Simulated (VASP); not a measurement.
# AlInSbN2 (Pmm2) in VASP: notebook

AlInSbN2 is run at these levels: PBE; tasks: single point.

Everything below comes from runs of VASP 6.6.1. Logs are shortened: lines on timing, memory, paths and dates and some standing lists are left out, and cuts for length are marked.

## 1. The cell of the first run

It takes space group Pmm2 (No. 25, orthorhombic). The conventional cell has a = 2.966 Å, b = 5.232 Å, c = 10.168 Å, α = 90.00°, β = 90.00°, γ = 90.00°. Al (site symmetry mm2) has 1 Sb at 2.90 Å and 2 In at 2.93 Å and 2 Al at 2.97 Å within 3.8 Å. Within 3.9 Å of In (site symmetry mm2) lie 2 Al at 2.93 Å and 2 In at 2.97 Å and 2 Sb at 3.06 Å. Within 3.8 Å of Sb (site symmetry mm2) lie 1 Al at 2.90 Å and 2 Sb at 2.97 Å and 2 In at 3.06 Å. N (site symmetry mm2) has 1 N at 1.10 Å within 1.5 Å. Within 1.5 Å of N (site symmetry mm2) lie 1 N at 1.10 Å.

The cell was built from a structure type or drawn by symmetry, and may not be a known phase.

## 2. Single point, PBE

The input, INCAR:

```
SYSTEM = AlInSbN2
PREC = Accurate ; ENCUT = 520
EDIFF = 1E-6 ; ISMEAR = 0
SIGMA = 0.1 ; LREAL = .False.
LASPH = .True. ; NELM = 80
ALGO = Normal ; ISIF = 2
LWAVE = .False. ; LCHARG = .True.
GGA = PE ; LELF = .True.
LVHAR = .True. ; NBANDS = 24
```

The input, KPOINTS:

```
regular mesh
0
Gamma
  6 4 4
  0 0 0
```

The input, POSCAR:

```
AlInSbN2
1.0
    2.9661146981      0.0000000000      0.0000000000
    0.0000000000      5.2321208876      0.0000000000
    0.0000000000      0.0000000000     10.1678153288
Al In Sb N
1 1 1 2
Direct
    0.0000000000      0.5000000000      0.3994909092
    0.0000000000      0.0000000000      0.5286698459
    0.0000000000      0.5000000000      0.6843780944
    0.0000000000      0.0000000000      0.1008576963
    0.0000000000      0.0000000000      0.9924511543
```

Potentials or basis: VASP PAW PBE potentials, release 64 (Al, In_d, Sb, N).

Started as:

```sh
cat potpaw_PBE.64/Al/POTCAR potpaw_PBE.64/In_d/POTCAR potpaw_PBE.64/Sb/POTCAR potpaw_PBE.64/N/POTCAR > POTCAR
mpirun -np 1 vasp_std > vasp.out
```

OUTCAR:

```text
SYSTEM = AlInSbN2
   PREC = Accurate
   ENCUT = 520
   EDIFF = 1E-6
   ISMEAR = 0
   LREAL = .False.
   LASPH = .True.
   NELM = 80
   ISIF = 2
   GGA = PE

 ion  position               nearest neighbor table
   1  0.000  0.500  0.399-   3 2.90   2 2.93   2 2.93
   2  0.000  0.000  0.529-   1 2.93   1 2.93   3 3.06   3 3.06
   3  0.000  0.500  0.684-   1 2.90   2 3.06   2 3.06
   4  0.000  0.000  0.101-   5 1.10
   5  0.000  0.000  0.992-   4 1.10

  LATTYP: Found a simple orthorhombic cell.
 ALAT       =     2.9661146981
 B/A-ratio  =     1.7639644519
 C/A-ratio  =     3.4279912828

  Lattice vectors:

 A1 = (   2.9661146981,   0.0000000000,   0.0000000000)
 A2 = (   0.0000000000,   5.2321208876,   0.0000000000)
 A3 = (   0.0000000000,   0.0000000000,  10.1678153288)

Analysis of symmetry for initial positions (statically):
=====================================================================
 Subroutine PRICEL returns:
 Original cell was already a primitive cell.

 Routine SETGRP: Setting up the symmetry group for a
 simple orthorhombic supercell.

 Subroutine GETGRP returns: Found  4 space group operations
 (whereof  4 operations were pure point group operations)
 out of a pool of  8 trial point group operations.

The static configuration has the point symmetry C_2v.

Analysis of symmetry for dynamics (positions and initial velocities):
=====================================================================
 Subroutine PRICEL returns:
 Original cell was already a primitive cell.

 Routine SETGRP: Setting up the symmetry group for a
 simple orthorhombic supercell.

 Subroutine GETGRP returns: Found  4 space group operations
 (whereof  4 operations were pure point group operations)
 out of a pool of  8 trial point group operations.

The dynamic configuration has the point symmetry C_2v.

 Subroutine INISYM returns: Found  4 space group operations
 (whereof  4 operations are pure point group operations),
 and found     1 'primitive' translations

----------------------------------------------------------------------------------------

                                     Primitive cell

  volume of cell :     157.7950

  direct lattice vectors                    reciprocal lattice vectors
[... 85 lines left out ...]
   ISTART =      0    job   : 0-new  1-cont  2-samecut
   ICHARG =      2    charge: 1-file 2-atom 10-const
   ISPIN  =      1    spin polarized calculation?
   LNONCOLLINEAR =      F non collinear calculations
   LSORBIT =      F    spin-orbit coupling
   LASPH  =      T    aspherical Exc in radial PAW
   ENCUT  =  520.0 eV  38.22 Ry    6.18 a.u.   5.52  9.73 18.91*2*pi/ulx,y,z
   NELM   =     80;   NELMIN=  2; NELMDL= -5     # of ELM steps
   EDIFF  = 0.1E-05   stopping-criterion for ELM
   LREAL  =      F    real-space projection
   EDIFFG = 0.1E-04   stopping-criterion for IOM
   NSW    =      0    number of steps for IOM
   IBRION =     -1    ionic relax: 0-MD 1-quasi-New 2-CG
   NFREE  =      0    steps in history (QN), initial steepest desc. (CG)
   ISIF   =      2    stress and relaxation
   ISYM   =      2    0-nonsym 1-usesym 2-fastsym
   POTIM  = 0.5000    time-step for ionic-motion
   TEBEG  =    0.0;   TEEND  =   0.0 temperature during run
   PSTRESS=    0.0 pullay stress
   NELECT =      31.0000    total number of electrons
   NUPDOWN=      -1.0000    fix difference up-down
   EMIN   =  10.00;   EMAX   =-10.00  energy-range for DOS
   EFERMI =   0.00;   METHOD = LEGACY
   ISMEAR =     0;   SIGMA  =   0.10  broadening in eV -4-tet -1-fermi 0-gaus
   EFERMI_NEDOS =   21; number of points for ismear=-14 and -15
   IALGO  =     38    algorithm
   IMIX   =      4    mixing-type and parameters
     AMIX     =   0.40;   BMIX     =  1.00
     AMIX_MAG =   1.60;   BMIX_MAG =  1.00
  volume/ion in A,a.u.               =      31.56       212.97
  Fermi-wavevector in a.u.,A,eV,Ry     =   0.951695  1.798442 12.323104  0.905723
  Thomas-Fermi vector in A             =   2.080189
   LORBIT       =      0    0 simple, 1 ext, 2 COOP (PROOUT), +10 PAW based schemes
   GGA     = PE    functional components
   LHFCALC =     F    Hartree Fock is set to
   AEXX    =    0.0000 exact exchange contribution
   IVDW    =     0    specifies the selected vdW correction
   LEPSILON=     F    determine dielectric tensor
   LRPA    =     F    only Hartree local field effects (RPA)
 non-spin polarized calculation
 Gauss-broadening in eV      SIGMA  =   0.10
  energy-cutoff  :      520.00
  volume of cell :      157.80
 maximum number of plane-waves:      4296
 NGX is ok and might be reduce to    24
   NGX = 11   NGY = 19   NGZ = 37

 number of electron      31.0000004 magnetization

 Free energy of the ion-electron system (eV)
  ---------------------------------------------------
  ext. energy  EPLUGINS =         0.00000000
  ---------------------------------------------------
  free energy    TOTEN  =       -25.79147800 eV

  energy without entropy =      -25.78152058  energy(sigma->0) =      -25.78649929

 E-fermi :   2.1688     XC(G=0):  -7.3034

 val. band max:        2.1220762701   @ k =   0.3333   0.2500   0.5000
 cond. band min:       2.2521651093   @ k =   0.0000   0.0000   0.0000
 fundamental gap:      0.1300888391
 Fermi energy:         2.1688469660

 k-point     1 :       0.0000    0.0000    0.0000
  band No.  band energies     occupation
      1     -22.1700      2.00000
      2     -12.8082      2.00000
      3     -12.4362      2.00000
      4     -12.4213      2.00000
      5     -12.2143      2.00000
      6     -12.2030      2.00000
[... 637 lines left out ...]
     23       7.3080      0.00000
     24       7.3370      0.00000

 [... further k-points ...]
[... 5 lines left out ...]
  --------------------------------------------------------------------------------------
  -------------------------------------------------------------------------------------
  Total       -0.1322495     -0.1076303      2.1400209      0.0000000      0.0000000      0.0000000
  in kB       -1.3427998     -1.0928282     21.7287751      0.0000000      0.0000000      0.0000000
  external PRESSURE =       6.4310490 kB  Pullay stress =       0.0000000 kB

 VOLUME and BASIS-vectors are now :
 -----------------------------------------------------------------------------
  energy-cutoff  :      520.00
  volume of cell :      157.80
      direct lattice vectors                 reciprocal lattice vectors
     2.966114698  0.000000000  0.000000000     0.337141379  0.000000000  0.000000000
     0.000000000  5.232120888  0.000000000     0.000000000  0.191127082  0.000000000
     0.000000000  0.000000000 10.167815329     0.000000000  0.000000000  0.098349544

 POSITION                                       TOTAL-FORCE (eV/Angst)
 -----------------------------------------------------------------------------------
      0.00000      2.61606      4.06195         0.000000      0.000000     -0.008030
      0.00000      0.00000      5.37542         0.000000      0.000000     -0.002373
      0.00000      2.61606      6.95863         0.000000      0.000000      0.011431
      0.00000      0.00000      1.02550         0.000000      0.000000      1.752487
      0.00000      0.00000     10.09106         0.000000      0.000000     -1.753516
 -----------------------------------------------------------------------------------
    total drift:                                0.000000     -0.000000     -0.000073

  FREE ENERGIE OF THE ION-ELECTRON SYSTEM (eV)
  ---------------------------------------------------
  free  energy   TOTEN  =       -25.7914780001 eV

  energy  without entropy=      -25.7815205782  energy(sigma->0) =      -25.78649929
```

OSZICAR:

```text
N       E                     dE             d eps       ncg     rms          rms(c)
DAV:   1     0.218282321135E+03    0.21828E+03   -0.12286E+04  1728   0.113E+03
DAV:   2    -0.345429424870E+00   -0.21863E+03   -0.20307E+03  1936   0.286E+02
DAV:   3    -0.258325280725E+02   -0.25487E+02   -0.25078E+02  2312   0.104E+02
DAV:   4    -0.267785134107E+02   -0.94599E+00   -0.94101E+00  1864   0.245E+01
DAV:   5    -0.268241320927E+02   -0.45619E-01   -0.45607E-01  2448   0.472E+00    0.889E+00
DAV:   6    -0.259978291584E+02    0.82630E+00   -0.10861E+00  1856   0.671E+00    0.503E+00
DAV:   7    -0.258048657343E+02    0.19296E+00   -0.82572E-01  2032   0.496E+00    0.127E+00
DAV:   8    -0.257944431057E+02    0.10423E-01   -0.88368E-02  1968   0.219E+00    0.309E-01
DAV:   9    -0.257936264693E+02    0.81664E-03   -0.59054E-03  2160   0.554E-01    0.257E-01
DAV:  10    -0.257918233447E+02    0.18031E-02   -0.28555E-03  1992   0.312E-01    0.857E-02
DAV:  11    -0.257915185838E+02    0.30476E-03   -0.63152E-04  2144   0.138E-01    0.712E-02
DAV:  12    -0.257915163399E+02    0.22440E-05   -0.18477E-04  1992   0.865E-02    0.225E-02
DAV:  13    -0.257914755724E+02    0.40767E-04   -0.96499E-05  1992   0.514E-02    0.899E-03
DAV:  14    -0.257914773048E+02   -0.17324E-05   -0.14516E-05  2008   0.195E-02    0.677E-03
DAV:  15    -0.257914780001E+02   -0.69532E-06   -0.15680E-06  1720   0.657E-03
   1 F= -.25791478E+02 E0= -.25786499E+02  d E =-.995742E-02
```

It took 54 s on 1 thread of Intel Xeon 6975P-C (Granite Rapids), shared host; peak memory 0.36 GiB.

What came out:

```
Free energy            : -25.7915 eV
Pressure               : 0.6 GPa
Largest force          : 1.754 eV/Å
Band gap on the k mesh : zero (an odd number of electrons rules out a gap without spin polarisation)
```

Forces on the atoms (eV/Å):
```
Al   0.000  0.000 -0.008
In   0.000  0.000 -0.002
Sb   0.000  0.000  0.011
N    0.000  0.000  1.752
N    0.000  0.000 -1.754
```

Caveat: the standard files for N, O and F lose accuracy on very short bonds; spin-orbit coupling is left out, which moves the levels of the heavy elements; this functional lacks dispersion, which binds the layers, so the pressure and a relaxed spacing across them are unreliable; forces of over 1 eV/Å act on the atoms, so gaps and moduli don't describe the material at rest.

## 3. Single point, PBE

This run uses another cell than the first one, of 20.54 Å³/atom.

The input, INCAR:

```
PREC = Accurate
ENCUT = 520
EDIFF = 1E-7
ISMEAR = 0
SIGMA = 0.1
LREAL = F
LASPH = T
NELM = 100
ALGO = Normal
ISIF = 2
LWAVE = F
LCHARG = F
GGA = PE
NBANDS = 24
```

The input, KPOINTS:

```
regular mesh
0
Gamma
  6 4 4
```

The input, POSCAR:

```
AlInSbN2
1.0
    3.0800710100      0.0000000000      0.0000000000
    0.0000000000      4.6286517200      0.0000000000
    0.0000000000      0.0000000000      7.2042662600
Al In Sb N
1 1 1 2
Direct
    0.0000000000      0.5000000000      0.4639111100
    0.0000000000      0.0000000000      0.4492656900
    0.0000000000      0.5000000000      0.7222549800
    0.0000000000      0.0000000000      0.1542430900
    0.0000000000      0.0000000000      0.9161728300
```

Potentials or basis: VASP PAW PBE potentials, release 64 (Al, In_d, Sb, N).

Started as:

```sh
cat potpaw_PBE.64/Al/POTCAR potpaw_PBE.64/In_d/POTCAR potpaw_PBE.64/Sb/POTCAR potpaw_PBE.64/N/POTCAR > POTCAR
mpirun -np 1 vasp_std > vasp.out
```

OUTCAR:

```text
PREC = Accurate
   ENCUT = 520
   EDIFF = 1E-7
   ISMEAR = 0
   LREAL = F
   LASPH = T
   NELM = 100
   ISIF = 2
   GGA = PE

 ion  position               nearest neighbor table
   1  0.000  0.500  0.464-   3 1.86   2 2.32   2 2.32
   2  0.000  0.000  0.449-   4 2.13   1 2.32   1 2.32   3 3.04   3 3.04
   3  0.000  0.500  0.722-   1 1.86   5 2.70   5 2.70   2 3.04   2 3.04
   4  0.000  0.000  0.154-   5 1.72   2 2.13
   5  0.000  0.000  0.916-   4 1.72   3 2.70   3 2.70

[... 847 lines left out ...]
 [... further k-points ...]
[... 5 lines left out ...]
  --------------------------------------------------------------------------------------
  -------------------------------------------------------------------------------------
  Total        2.1598958     15.1606634     28.0021727      0.0000000      0.0000000      0.0000000
  in kB       33.6928993    236.4960003    436.8147793      0.0000000      0.0000000      0.0000000
  external PRESSURE =     235.6678930 kB  Pullay stress =       0.0000000 kB

 VOLUME and BASIS-vectors are now :
 -----------------------------------------------------------------------------
  energy-cutoff  :      520.00
  volume of cell :      102.71
      direct lattice vectors                 reciprocal lattice vectors
     3.080071010  0.000000000  0.000000000     0.324667839  0.000000000  0.000000000
     0.000000000  4.628651720  0.000000000     0.000000000  0.216045635  0.000000000
     0.000000000  0.000000000  7.204266260     0.000000000  0.000000000  0.138806641

 POSITION                                       TOTAL-FORCE (eV/Angst)
 -----------------------------------------------------------------------------------
      0.00000      2.31433      3.34214         0.000000      0.000000    -21.097223
      0.00000      0.00000      3.23663         0.000000      0.000000     -1.096905
      0.00000      2.31433      5.20332         0.000000      0.000000     23.442852
      0.00000      0.00000      1.11121         0.000000      0.000000     -7.790107
      0.00000      0.00000      6.60035         0.000000      0.000000      6.541383
 -----------------------------------------------------------------------------------
    total drift:                                0.000000      0.000000     -0.000524

  FREE ENERGIE OF THE ION-ELECTRON SYSTEM (eV)
  ---------------------------------------------------
  free  energy   TOTEN  =       -12.2919300611 eV

  energy  without entropy=      -12.2726330661  energy(sigma->0) =      -12.28228156
```

OSZICAR:

```text
N       E                     dE             d eps       ncg     rms          rms(c)
DAV:   1     0.241775537890E+03    0.24178E+03   -0.12868E+04  1728   0.126E+03
DAV:   2     0.147430655463E+02   -0.22703E+03   -0.21215E+03  1880   0.325E+02
DAV:   3    -0.127226359359E+02   -0.27466E+02   -0.25588E+02  2272   0.110E+02
DAV:   4    -0.140068003235E+02   -0.12842E+01   -0.12712E+01  1960   0.265E+01
DAV:   5    -0.140645316655E+02   -0.57731E-01   -0.57708E-01  2648   0.546E+00    0.995E+00
DAV:   6    -0.144849692217E+02   -0.42044E+00   -0.15242E+01  2824   0.328E+01    0.117E+01
DAV:   7    -0.125441941820E+02    0.19408E+01   -0.25529E+00  2424   0.116E+01    0.522E+00
DAV:   8    -0.123785338134E+02    0.16566E+00   -0.12682E+00  2272   0.697E+00    0.267E+00
DAV:   9    -0.122918215404E+02    0.86712E-01   -0.28585E-01  2040   0.457E+00    0.817E-01
DAV:  10    -0.122915880582E+02    0.23348E-03   -0.48896E-02  2200   0.129E+00    0.480E-01
DAV:  11    -0.122914670534E+02    0.12100E-03   -0.40850E-03  2208   0.484E-01    0.306E-01
DAV:  12    -0.122918188702E+02   -0.35182E-03   -0.10194E-03  1960   0.187E-01    0.104E-01
DAV:  13    -0.122919059692E+02   -0.87099E-04   -0.19128E-04  2048   0.107E-01    0.242E-02
DAV:  14    -0.122919252205E+02   -0.19251E-04   -0.39946E-05  2056   0.429E-02    0.937E-03
DAV:  15    -0.122919297859E+02   -0.45654E-05   -0.63350E-06  2120   0.176E-02    0.370E-03
DAV:  16    -0.122919300952E+02   -0.30926E-06   -0.79051E-07  2104   0.690E-03    0.162E-03
DAV:  17    -0.122919300611E+02    0.34034E-07   -0.20150E-07  1672   0.266E-03
   1 F= -.12291930E+02 E0= -.12282282E+02  d E =-.192970E-01
```

stdout:

```text
POSCAR found type information on POSCAR AlInSbN
 POSCAR found :  4 types and       5 ions
 scaLAPACK will be used
 LDA part: xc-table for (Slater+PW92), standard interpolation
 POSCAR, INCAR and KPOINTS ok, starting setup
 FFT: planning ... GRIDC
 FFT: planning ... GRID_SOFT
 FFT: planning ... GRID
 WAVECAR not read
 entering main loop
```

Run time: 34 s. Hardware: 1 thread of Intel Xeon 6975P-C (Granite Rapids), shared host; peak memory 0.27 GiB.

Results:

```
Free energy            : -12.2919 eV
Pressure               : 23.6 GPa
Largest force          : 23.443 eV/Å
Band gap on the k mesh : zero (an odd number of electrons rules out a gap without spin polarisation)
```

Forces on the atoms (eV/Å):
```
Al    0.000   0.000 -21.097
In    0.000   0.000  -1.097
Sb    0.000   0.000  23.443
N     0.000   0.000  -7.790
N     0.000   0.000   6.541
```

Stress tensor (GPa, compression positive):
```
 3.37  0.00  0.00
 0.00 23.65  0.00
 0.00  0.00 43.68
```

Levels at points of the mesh, in eV from the Fermi level:
| k point | band 13 | band 14 | band 15 | band 16 | band 17 | band 18 | band 19 | band 20 |
| --- | --- | --- | --- | --- | --- | --- | --- | --- |
| (0.00, 0.00, 0.00) | -1.09 | -1.07 | -1.05 | -0.88 | 1.35 | 2.66 | 2.76 | 2.78 |
| (0.50, 0.00, 0.00) | -2.90 | -2.23 | -1.18 | -0.29 | 0.44 | 0.86 | 2.10 | 2.62 |
| (0.00, 0.50, 0.00) | -1.33 | -0.84 | 0.19 | 0.84 | 1.40 | 3.13 | 4.35 | 4.92 |
| (0.50, 0.50, 0.00) | -2.50 | -2.33 | -1.64 | -0.28 | -0.06 | 0.70 | 1.15 | 2.19 |
| (0.00, 0.00, 0.50) | -2.04 | -0.85 | -0.63 | 0.24 | 1.22 | 1.86 | 2.91 | 3.84 |
| (0.50, 0.00, 0.50) | -2.18 | -2.15 | -1.15 | -0.32 | 0.28 | 0.78 | 2.42 | 2.82 |
| (0.00, 0.50, 0.50) | -1.61 | -0.83 | 0.76 | 1.37 | 1.75 | 3.13 | 3.49 | 4.75 |
| (0.50, 0.50, 0.50) | -3.21 | -2.27 | -0.80 | -0.65 | -0.14 | 0.32 | 2.72 | 2.92 |

Caveat: the cell stands under pressure; spin-orbit coupling is left out, which moves the levels of the heavy elements; forces of over 1 eV/Å act on the atoms, so gaps and moduli don't describe the material at rest.

(Part 1 of 2 ends here.)
